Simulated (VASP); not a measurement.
A run of VASP 6.6.1 is set up as follows.

INCAR

```
PREC     = Accurate       # precision mode
ENCUT    = 520            # plane-wave cutoff, eV
EDIFF    = 1E-6           # SCF threshold, eV
ISMEAR   = 0              # smearing method
SIGMA    = 0.1            # smearing width, eV
LREAL    = False          # projectors in reciprocal space
LASPH    = True           # aspherical terms in the spheres
NELM     = 100            # most SCF steps
ALGO     = Normal         # electronic algorithm
ISIF     = 2              # what is computed and relaxed
LWAVE    = False          # write WAVECAR
LCHARG   = True           # write CHGCAR
GGA      = PS             # functional
LELF     = True           # ELF
LVHAR    = True         
NBANDS   = 13             # bands
```

File KPOINTS:

```
Automatic mesh
0
Gamma
  16 16 16
```

Contents of POSCAR:

```
HfH2
1.0
   -1.7783361800      1.7783361800      2.2625304100
    1.7783361800     -1.7783361800      2.2625304100
    1.7783361800      1.7783361800     -2.2625304100
Hf H
1 2
Direct
    0.0000000000      0.0000000000      0.0000000000
    0.7500000000      0.2500000000      0.5000000000
    0.2500000000      0.7500000000      0.5000000000
```

Potentials or basis: VASP PAW PBE potentials, release 64 (Hf_pv, H).

Run with:

```sh
$ cat potpaw_PBE.64/Hf_pv/POTCAR potpaw_PBE.64/H/POTCAR > POTCAR
$ mpirun -np 1 vasp_std > vasp.out
```

(1) What does it give for the band gap on the k mesh?

(2) What does it give for the pressure?

## Answers

(1) zero (bands 6 and 7 overlap by 0.88 eV).

(2) -15.0 GPa.

Caveat: the cell differs from its parent crystal (strained); the cell stands under tension; the PAW data sets were made with another functional, which shifts forces and pressure a little; spin-orbit coupling is left out, which moves the levels of the heavy elements.
